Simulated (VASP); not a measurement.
# TiO2 (P3_121) in VASP: notebook

The runs below take TiO2 through single point, with r2SCAN.

All numbers are computed with VASP 6.6.1; they aren't measurements. Logs are shortened: lines on timing, memory, paths and dates and some standing lists are left out, and cuts for length are marked.

### Step 1. The cell of the first run

The structure is trigonal, space group P3_121 (No. 152). Conventional cell: a = 5.117 Å, b = 5.117 Å, c = 5.575 Å, α = 90.00°, β = 90.00°, γ = 120.00°. Ti (site symmetry 2) has 4 O at 1.67 Å within 2.2 Å. Within 2.2 Å of O (site symmetry 1) lie 2 Ti at 1.67 Å.

### Step 2. Single point, r2SCAN (strain -0.080 along x and y, -0.080 along z)

File POSCAR:

```
TiO2
1.0
    5.1170288072      0.0000000000      0.0000000000
   -2.5585144036      4.4314769389      0.0000000000
    0.0000000000      0.0000000000      5.5754070576
Ti O
3 6
Direct
    0.4661652025      0.0000000000      0.3333333333
    0.0000000000      0.4661652025      0.6666666667
    0.5338347975      0.5338347975      0.0000000000
    0.4189423308      0.2717377456      0.2136010424
    0.7282622544      0.1472045851      0.5469343757
    0.8527954149      0.5810576692      0.8802677091
    0.2717377456      0.4189423308      0.7863989576
    0.1472045851      0.7282622544      0.4530656243
    0.5810576692      0.8527954149      0.1197322909
```

File INCAR.step1:

```
SYSTEM = TiO2
PREC = Accurate ; ENCUT = 520
ISMEAR = 0 ; SIGMA = 0.05
LREAL = .False. ; LASPH = .True.
NELM = 80 ; NBANDS = 46
GGA = PE ; ALGO = Normal
EDIFF = 1E-4 ; LWAVE = .True.
LCHARG = .False.
```

File INCAR.step2:

```
SYSTEM = TiO2
PREC = Accurate ; ENCUT = 520
EDIFF = 1E-6 ; ISMEAR = 0
SIGMA = 0.05 ; LREAL = .False.
LASPH = .True. ; NELM = 80
ALGO = Normal ; ISIF = 2
LWAVE = .False. ; LCHARG = .False.
METAGGA = R2SCAN ; LMIXTAU = .True.
NBANDS = 46 ; ISTART = 1
```

File KPOINTS:

```
Automatic mesh
0
Gamma
  6 6 4
  0 0 0
```

Potentials or basis: VASP PAW PBE potentials, release 64 (Ti_sv, O).

Launch:

```bash
cat potpaw_PBE.64/Ti_sv/POTCAR potpaw_PBE.64/O/POTCAR > POTCAR
cp INCAR.step1 INCAR
mpirun -np 1 vasp_std > vasp.out
cp INCAR.step2 INCAR
mpirun -np 1 vasp_std > vasp.out
```

OUTCAR:

```text
SYSTEM = TiO2
   PREC = Accurate
   ENCUT = 520
   EDIFF = 1E-6
   ISMEAR = 0
   LREAL = .False.
   LASPH = .True.
   NELM = 80
   ISIF = 2
   METAGGA = R2SCAN
   ISTART = 1

 ion  position               nearest neighbor table
   1  0.466  0.000  0.333-   4 1.67   8 1.67   9 1.67   5 1.67
   2  0.000  0.466  0.667-   7 1.67   5 1.67   6 1.67   8 1.67
   3  0.534  0.534  0.000-   9 1.67   6 1.67   4 1.67   7 1.67
   4  0.419  0.272  0.214-   1 1.67   3 1.67
   5  0.728  0.147  0.547-   2 1.67   1 1.67
   6  0.853  0.581  0.880-   3 1.67   2 1.67
   7  0.272  0.419  0.786-   2 1.67   3 1.67
   8  0.147  0.728  0.453-   1 1.67   2 1.67
   9  0.581  0.853  0.120-   3 1.67   1 1.67

  LATTYP: Found a hexagonal cell.
 ALAT       =     5.1170288072
 C/A-ratio  =     1.0895789857

  Lattice vectors:

 A1 = (   5.1170288072,   0.0000000000,   0.0000000000)
 A2 = (  -2.5585144036,   4.4314769389,   0.0000000000)
 A3 = (   0.0000000000,   0.0000000000,   5.5754070576)

Analysis of symmetry for initial positions (statically):
=====================================================================
 Subroutine PRICEL returns:
 Original cell was already a primitive cell.

 Routine SETGRP: Setting up the symmetry group for a
 hexagonal supercell.

 Subroutine GETGRP returns: Found  6 space group operations
 (whereof  2 operations were pure point group operations)
 out of a pool of 24 trial point group operations.

The static configuration has the point symmetry C_2 .
 The point group associated with its full space group is D_3 .

Analysis of symmetry for dynamics (positions and initial velocities):
=====================================================================
 Subroutine PRICEL returns:
 Original cell was already a primitive cell.

 Routine SETGRP: Setting up the symmetry group for a
 hexagonal supercell.

 Subroutine GETGRP returns: Found  6 space group operations
 (whereof  2 operations were pure point group operations)
 out of a pool of 24 trial point group operations.

The dynamic configuration has the point symmetry C_2 .
 The point group associated with its full space group is D_3 .

 Subroutine INISYM returns: Found  6 space group operations
 (whereof  2 operations are pure point group operations),
 and found     1 'primitive' translations

----------------------------------------------------------------------------------------

                                     Primitive cell

  volume of cell :     126.4279

  direct lattice vectors                    reciprocal lattice vectors
     5.117028807  0.000000000  0.000000000     0.195425908  0.112829200  0.000000000
    -2.558514404  4.431476939  0.000000000     0.000000000  0.225658401  0.000000000
     0.000000000  0.000000000  5.575407058     0.000000000  0.000000000  0.179359101

  length of vectors
     5.117028807  5.117028807  5.575407058     0.225658401  0.225658401  0.179359101

  position of ions in fractional coordinates (direct lattice)
     0.466165203  0.000000000  0.333333333
     0.000000000  0.466165203  0.666666667
     0.533834797  0.533834797  0.000000000
     0.418942331  0.271737746  0.213601042
     0.728262254  0.147204585  0.546934376
     0.852795415  0.581057669  0.880267709
     0.271737746  0.418942331  0.786398958
     0.147204585  0.728262254  0.453065624
     0.581057669  0.852795415  0.119732291

  ion indices of the primitive-cell ions
   primitive index   ion index
                 1           1
                 2           2
                 3           3
                 4           4
                 5           5
                 6           6
                 7           7
                 8           8
                 9           9

----------------------------------------------------------------------------------------

 KPOINTS: Automatic mesh

Automatic generation of k-mesh.
 Grid dimensions read from file:
 generate k-points for:    6    6    4

 Generating k-lattice:

  Cartesian coordinates                     Fractional coordinates (reciprocal lattice)
     0.032570985  0.018804867  0.000000000     0.166666667  0.000000000  0.000000000
     0.000000000  0.037609733  0.000000000     0.000000000  0.166666667  0.000000000
     0.000000000  0.000000000  0.044839775     0.000000000  0.000000000  0.250000000

  Length of vectors
     0.037609733  0.037609733  0.044839775

  Shift w.r.t. Gamma in fractional coordinates (k-lattice)
     0.000000000  0.000000000  0.000000000

 Subroutine IBZKPT returns following result:
 ===========================================

 Found     24 irreducible k-points:

 Following reciprocal coordinates:
            Coordinates               Weight
  0.000000  0.000000  0.000000      1.000000
  0.166667  0.000000  0.000000      6.000000
  0.333333  0.000000  0.000000      6.000000
  0.500000  0.000000  0.000000      3.000000
  0.166667  0.166667  0.000000      6.000000
  0.333333  0.166667  0.000000     12.000000
[... 16 lines left out ...]
  0.333333  0.166667  0.500000     12.000000
  0.333333  0.333333  0.500000      2.000000
   k-points           NKPTS =     24   k-points in BZ     NKDIM =     24   number of bands    NBANDS=     46
   number of dos      NEDOS =    301   number of ions     NIONS =      9
   total plane-waves  NPLWV =  67200
   dimension x,y,z NGX =    40 NGY =   40 NGZ =   42
   dimension x,y,z NGXF=    80 NGYF=   80 NGZF=   84
   ions per type =               3   6
   NGX,Y,Z   is equivalent  to a cutoff of  13.00, 13.00, 12.52 a.u.
   NGXF,Y,Z  is equivalent  to a cutoff of  25.99, 25.99, 25.05 a.u.
 SYSTEM =  TiO2
   PREC   = accura    normal or accurate (medium, high low for compatibility)
   ISTART =      1    job   : 0-new  1-cont  2-samecut
   ICHARG =      0    charge: 1-file 2-atom 10-const
   ISPIN  =      1    spin polarized calculation?
   LNONCOLLINEAR =      F non collinear calculations
   LSORBIT =      F    spin-orbit coupling
   LASPH  =      T    aspherical Exc in radial PAW
   ENCUT  =  520.0 eV  38.22 Ry    6.18 a.u.   9.51  9.51 10.37*2*pi/ulx,y,z
   NELM   =     80;   NELMIN=  2; NELMDL=  0     # of ELM steps
   EDIFF  = 0.1E-05   stopping-criterion for ELM
   LREAL  =      F    real-space projection
   EDIFFG = 0.1E-04   stopping-criterion for IOM
   NSW    =      0    number of steps for IOM
   IBRION =     -1    ionic relax: 0-MD 1-quasi-New 2-CG
   NFREE  =      0    steps in history (QN), initial steepest desc. (CG)
   ISIF   =      2    stress and relaxation
   ISYM   =      2    0-nonsym 1-usesym 2-fastsym
   POTIM  = 0.5000    time-step for ionic-motion
   TEBEG  =    0.0;   TEEND  =   0.0 temperature during run
   PSTRESS=    0.0 pullay stress
   NELECT =      72.0000    total number of electrons
   NUPDOWN=      -1.0000    fix difference up-down
   EMIN   =  10.00;   EMAX   =-10.00  energy-range for DOS
   EFERMI =   0.00;   METHOD = LEGACY
   ISMEAR =     0;   SIGMA  =   0.05  broadening in eV -4-tet -1-fermi 0-gaus
   EFERMI_NEDOS =   21; number of points for ismear=-14 and -15
   IALGO  =     38    algorithm
   IMIX   =      4    mixing-type and parameters
     AMIX     =   0.40;   BMIX     =  1.00
     AMIX_MAG =   1.60;   BMIX_MAG =  1.00
  volume/ion in A,a.u.               =      14.05        94.80
  Fermi-wavevector in a.u.,A,eV,Ry     =   1.356973  2.564308 25.053454  1.841377
  Thomas-Fermi vector in A             =   2.483931
   LORBIT       =      0    0 simple, 1 ext, 2 COOP (PROOUT), +10 PAW based schemes
   METAGGA = R2SCAN    functional components
   LHFCALC =     F    Hartree Fock is set to
   AEXX    =    0.0000 exact exchange contribution
   IVDW    =     0    specifies the selected vdW correction
   LEPSILON=     F    determine dielectric tensor
   LRPA    =     F    only Hartree local field effects (RPA)
 non-spin polarized calculation
 Gauss-broadening in eV      SIGMA  =   0.05
  energy-cutoff  :      520.00
  volume of cell :      126.43
 maximum number of plane-waves:      3441
 NGX is ok and might be reduce to    40
   NGX = 19   NGY = 19   NGZ = 21

 number of electron      71.9999979 magnetization

 Free energy of the ion-electron system (eV)
  ---------------------------------------------------
  ext. energy  EPLUGINS =         0.00000000
  ---------------------------------------------------
  free energy    TOTEN  =       -98.29278946 eV

  energy without entropy =      -98.29278946  energy(sigma->0) =      -98.29278946

 E-fermi :   0.2866     XC(G=0):  -9.7581

 val. band max:        0.0368624382   @ k =   0.5000   0.0000   0.0000
 cond. band min:       5.3507080176   @ k =   0.0000   0.0000   0.5000
 fundamental gap:      5.3138455794
 Fermi energy:         0.2865824596

 k-point     1 :       0.0000    0.0000    0.0000
  band No.  band energies     occupation
      1     -55.9234      2.00000
      2     -55.8762      2.00000
      3     -55.8762      2.00000
      4     -31.9014      2.00000
      5     -31.7775      2.00000
      6     -31.7775      2.00000
[... 38 lines left out ...]
     45       7.7433      0.00000
     46       8.7857      0.00000

 k-point     2 :       0.1667    0.0000    0.0000
  band No.  band energies     occupation
      1     -55.9206      2.00000
      2     -55.8790      2.00000
      3     -55.8762      2.00000
      4     -31.8952      2.00000
      5     -31.7974      2.00000
      6     -31.7936      2.00000
[... 38 lines left out ...]
     45       8.0309      0.00000
     46       8.8330      0.00000

 k-point     3 :       0.3333    0.0000    0.0000
  band No.  band energies     occupation
      1     -55.9134      2.00000
      2     -55.8862      2.00000
      3     -55.8762      2.00000
      4     -31.8805      2.00000
      5     -31.8257      2.00000
      6     -31.8165      2.00000
[... 1018 lines left out ...]
     45       8.4800      0.00000
     46       9.0270      0.00000

 k-point    24 :       0.3333    0.3333    0.5000
  band No.  band energies     occupation
      1     -55.9075      2.00000
      2     -55.8841      2.00000
      3     -55.8841      2.00000
      4     -31.9015      2.00000
      5     -31.8098      2.00000
      6     -31.8098      2.00000
[... 38 lines left out ...]
     45       8.2714      0.00000
     46       9.0535      0.00000

------------------------ aborting loop because EDIFF is reached ----------------------------------------

  FORCE on cell =-STRESS in cart. coord.  units (eV):
  Direction    XX          YY          ZZ          XY          YZ          ZX
  --------------------------------------------------------------------------------------
  -------------------------------------------------------------------------------------
  Total       42.9445583     42.9445583     43.5555719     -0.0000000     -0.0000000      0.0000000
  in kB      544.2216147    544.2216146    551.9647803     -0.0000000     -0.0000000      0.0000000
  external PRESSURE =     546.8026698 kB  Pullay stress =       0.0000000 kB

 VOLUME and BASIS-vectors are now :
 -----------------------------------------------------------------------------
  energy-cutoff  :      520.00
  volume of cell :      126.43
      direct lattice vectors                 reciprocal lattice vectors
     5.117028807  0.000000000  0.000000000     0.195425908  0.112829200  0.000000000
    -2.558514404  4.431476939  0.000000000     0.000000000  0.225658401  0.000000000
     0.000000000  0.000000000  5.575407058     0.000000000  0.000000000  0.179359101

 POSITION                                       TOTAL-FORCE (eV/Angst)
 -----------------------------------------------------------------------------------
      2.38538      0.00000      1.85847        -0.281765      0.000000      0.000000
     -1.19269      2.06580      3.71694         0.140882     -0.244015      0.000000
      1.36582      2.36568      0.00000         0.140882      0.244015      0.000000
      1.44850      1.20420      1.19091        -3.163176      0.169216      1.952660
      3.34991      0.65233      3.04938         1.435043     -2.823999      1.952660
      2.87713      2.57494      4.90785         1.728134      2.654783      1.952660
      0.31862      1.85653      4.38449         1.728134     -2.654783     -1.952660
     -1.11002      3.22728      2.52603        -3.163176     -0.169216     -1.952660
      0.79140      3.77914      0.66756         1.435043      2.823999     -1.952660
 -----------------------------------------------------------------------------------
    total drift:                                0.000005      0.000007     -0.000000

  FREE ENERGIE OF THE ION-ELECTRON SYSTEM (eV)
  ---------------------------------------------------
  free  energy   TOTEN  =       -98.2927894618 eV

  energy  without entropy=      -98.2927894618  energy(sigma->0) =      -98.29278946
```

It took 6.5 min on 1 thread of AMD EPYC 9R45 (Zen 5), shared host; peak memory 0.29 GiB.

What came out:

```yaml
Free_energy: -98.2928 eV
Pressure: 54.7 GPa
Largest_force: 3.721 eV/Å
Band_gap_on_the_k_mesh: 5.31 eV (least direct gap 5.34 eV)
```

Forces in eV/Å, atoms in the order of the input:
```
Ti  -0.282  0.000  0.000
Ti   0.141 -0.244  0.000
Ti   0.141  0.244  0.000
O   -3.163  0.169  1.953
O    1.435 -2.824  1.953
O    1.728  2.655  1.953
O    1.728 -2.655 -1.953
O   -3.163 -0.169 -1.953
O    1.435  2.824 -1.953
```

Stress tensor (GPa, compression positive):
```
54.42  0.00  0.00
 0.00 54.42  0.00
 0.00  0.00 55.20
```

Caveat: the cell differs from its parent crystal (strain -0.080 along x and y, -0.080 along z); the cell stands under pressure; the PAW data sets were made with another functional, which shifts forces and pressure a little. A k mesh can miss the band edges.

### Step 3. Single point, r2SCAN (strain -0.080 along x and y, -0.040 along z)

Changes to POSCAR since step 2:

```diff
@@ -4,3 +4,3 @@
    -2.5585144036      4.4314769389      0.0000000000
-    0.0000000000      0.0000000000      5.5754070576
+    0.0000000000      0.0000000000      5.8178160601
 Ti O
```

File INCAR.step1:

```
SYSTEM = TiO2
PREC = Accurate
ENCUT = 520
ISMEAR = 0
SIGMA = 0.05
LREAL = .False.
LASPH = .True.
NELM = 60
NBANDS = 46
GGA = PE
ALGO = Normal
EDIFF = 1E-4
LWAVE = .True.
LCHARG = .False.
```

File INCAR.step2:

```
SYSTEM = TiO2
PREC = Accurate
ENCUT = 520
EDIFF = 1E-6
ISMEAR = 0
SIGMA = 0.05
LREAL = .False.
LASPH = .True.
NELM = 60
ALGO = Normal
ISIF = 2
LWAVE = .False.
LCHARG = .False.
METAGGA = R2SCAN
LMIXTAU = .True.
NBANDS = 46
ISTART = 1
```

File KPOINTS:

```
regular mesh
0
Gamma
  6 6 4
  0 0 0
```

Potentials or basis: VASP PAW PBE potentials, release 64 (Ti_sv, O).

Launch:

```bash
cat potpaw_PBE.64/Ti_sv/POTCAR potpaw_PBE.64/O/POTCAR > POTCAR
cp INCAR.step1 INCAR
mpirun -np 1 vasp_std > vasp.out
cp INCAR.step2 INCAR
mpirun -np 1 vasp_std > vasp.out
```

It took 6.5 min on 1 thread of AMD EPYC 9R45 (Zen 5), shared host; peak memory 0.32 GiB.

Results (log left out):

* Free energy: -99.9524 eV
* Pressure: 41.8 GPa
* Largest force: 3.031 eV/Å
* Band gap on the k mesh: 5.04 eV (least direct gap 5.05 eV)

Forces in eV/Å, atoms in the order of the input:
```
Ti   0.714  0.000  0.000
Ti  -0.357  0.618  0.000
Ti  -0.357 -0.618  0.000
O   -2.738  0.664  1.117
O    0.795 -2.703  1.117
O    1.944  2.040  1.117
O    1.944 -2.040 -1.117
O   -2.738 -0.664 -1.117
O    0.795  2.703 -1.117
```

Stress tensor (GPa, compression positive):
```
42.03  0.00  0.00
 0.00 42.03  0.00
 0.00  0.00 41.30
```

Levels at points of the mesh, in eV from the valence-band top:
```tsv
k point	band 33	band 34	band 35	band 36	band 37	band 38	band 39	band 40
(0.00, 0.00, 0.00)	-0.82	-0.32	-0.29	-0.29	5.20	5.86	5.86	6.42
(0.50, 0.00, 0.00)	-0.77	-0.76	-0.21	0.00	5.40	5.43	5.86	6.67
(0.00, 0.00, 0.50)	-0.56	-0.07	-0.01	-0.01	5.04	5.68	5.68	5.94
(0.50, 0.00, 0.50)	-0.78	-0.46	-0.25	-0.23	5.84	6.09	6.17	6.75
```

Caveat: the cell differs from its parent crystal (strain -0.080 along x and y, -0.040 along z); the cell stands under pressure; the PAW data sets were made with another functional, which shifts forces and pressure a little.

### Step 4. Single point, r2SCAN (strain -0.080 along x and y, +0.000 along z)

Changes to POSCAR since step 3:

```diff
@@ -4,3 +4,3 @@
    -2.5585144036      4.4314769389      0.0000000000
-    0.0000000000      0.0000000000      5.8178160601
+    0.0000000000      0.0000000000      6.0602250626
 Ti O
```

File INCAR.step1:

```
PREC = Accurate ; ENCUT = 520
ISMEAR = 0 ; SIGMA = 0.05
LREAL = F ; LASPH = T
NELM = 100 ; NBANDS = 46
GGA = PE ; ALGO = Normal
EDIFF = 1E-4 ; LWAVE = T
LCHARG = F
```

File INCAR.step2:

```
PREC = Accurate ; ENCUT = 520
EDIFF = 1E-6 ; ISMEAR = 0
SIGMA = 0.05 ; LREAL = F
LASPH = T ; NELM = 100
ALGO = Normal ; ISIF = 2
LWAVE = F ; LCHARG = F
METAGGA = R2SCAN ; LMIXTAU = T
NBANDS = 46 ; ISTART = 1
```

File KPOINTS:

```
Automatic mesh
0
Gamma
  6 6 4
```

Launch:

```bash
cat potpaw_PBE.64/Ti_sv/POTCAR potpaw_PBE.64/O/POTCAR > POTCAR
cp INCAR.step1 INCAR
mpirun -np 1 vasp_std > vasp.out
cp INCAR.step2 INCAR
mpirun -np 1 vasp_std > vasp.out
```

It took 7.1 min on 1 thread of AMD EPYC 9R45 (Zen 5), shared host; peak memory 0.32 GiB.

Results (log left out):

```
Free energy            : -101.1616 eV
Pressure               : 30.8 GPa
Largest force          : 2.551 eV/Å
Band gap on the k mesh : 4.76 eV
```

Forces in eV/Å, atoms in the order of the input:
```
Ti   1.395  0.000  0.000
Ti  -0.698  1.208  0.000
Ti  -0.698 -1.208  0.000
O   -2.318  0.968  0.446
O    0.320 -2.491  0.446
O    1.997  1.523  0.446
O    1.997 -1.523 -0.446
O   -2.318 -0.968 -0.446
O    0.320  2.491 -0.446
```

Stress tensor (GPa, compression positive):
```
31.74  0.00  0.00
 0.00 31.74  0.00
 0.00  0.00 28.96
```

Levels at points of the mesh, in eV from the valence-band top:
| k point | band 32 | band 33 | band 34 | band 35 | band 36 | band 37 | band 38 | band 39 | band 40 | band 41 |
| --- | --- | --- | --- | --- | --- | --- | --- | --- | --- | --- |
| (0.00, 0.00, 0.00) | -1.06 | -0.95 | -0.28 | -0.28 | -0.28 | 4.98 | 5.57 | 5.57 | 6.08 | 6.08 |
| (0.50, 0.00, 0.00) | -1.00 | -0.82 | -0.76 | -0.22 | 0.00 | 5.13 | 5.16 | 5.57 | 6.35 | 6.86 |
| (0.00, 0.00, 0.50) | -0.97 | -0.53 | -0.11 | 0.00 | 0.00 | 4.76 | 5.47 | 5.47 | 5.52 | 6.06 |
| (0.50, 0.00, 0.50) | -1.04 | -0.75 | -0.48 | -0.28 | -0.22 | 5.56 | 5.74 | 5.86 | 6.39 | 6.63 |

Caveat: the cell differs from its parent crystal (strain -0.080 along x and y, +0.000 along z); the cell stands under pressure; the PAW data sets were made with another functional, which shifts forces and pressure a little. A k mesh can miss the band edges.

### Step 5. Overview

| cell | gap on the mesh (eV) | pressure (GPa) | largest force (eV/Å) |
| --- | --- | --- | --- |
| a = 5.117, b = 5.117, c = 5.575 Å, angles 90.0, 90.0, 120.0°, 9 atoms | 5.31 | 54.7 | 3.72 |
| a = 5.117, b = 5.117, c = 5.818 Å, angles 90.0, 90.0, 120.0°, 9 atoms | 5.04 | 41.8 | 3.03 |
| a = 5.117, b = 5.117, c = 6.060 Å, angles 90.0, 90.0, 120.0°, 9 atoms | 4.76 | 30.8 | 2.55 |

Alike in all rows: task single point; level r2SCAN; potentials or basis VASP PAW PBE potentials, release 64 (Ti_sv, O); no spin polarisation; k mesh 6 × 6 × 4; cutoff (eV) 520; smearing gaussian 0.05 eV.

Caveats: the cell stands under pressure; the PAW data sets were made with another functional, which shifts forces and pressure a little.

Absolute energies hang on the potentials; compare differences alone.
